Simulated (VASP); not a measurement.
A run of VASP 6.6.1 is set up as follows.

Contents of INCAR:

```
PREC     = Accurate       # precision mode
ENCUT    = 520            # plane-wave cutoff, eV
EDIFF    = 1E-7           # SCF threshold, eV
ISMEAR   = -1             # smearing method
SIGMA    = 0.05           # smearing width, eV
LREAL    = F              # projectors in reciprocal space
LASPH    = T              # aspherical terms in the spheres
NELM     = 80             # most SCF steps
ALGO     = Fast           # electronic algorithm
ISIF     = 2              # what is computed and relaxed
LWAVE    = F              # write WAVECAR
LCHARG   = T              # write CHGCAR
GGA      = PE             # functional
LELF     = T              # ELF
LVHAR    = T            
NBANDS   = 17             # bands
```

KPOINTS

```
Automatic mesh
0
Gamma
  10 10 5
```

Contents of POSCAR:

```
Hf
1.0
    3.1967000000      0.0639340000      0.0000000000
   -1.5429815318      2.7364564083      0.0000000000
    0.0000000000      0.0000000000      5.0578000000
Hf
2
Direct
    0.6666666667      0.3333333333      0.7500000000
    0.3333333333      0.6666666667      0.2500000000
```

Potentials or basis: VASP PAW PBE potentials, release 64 (Hf_pv).

The run is started by

```console
$ cat potpaw_PBE.64/Hf_pv/POTCAR > POTCAR
$ mpirun -np 1 vasp_std > vasp.out
```

(1) Estimate the largest force.

(2) Estimate the pressure.

(3) Predict the band gap on the k mesh.

Results:

(1) 0.100 eV/Å.

(2) 0.3 GPa.

(3) zero (band 10 reaches 5.74 eV, above the bottom of band 11 at 4.54 eV).

Caveat: spin-orbit coupling is left out, which moves the levels of the heavy elements.
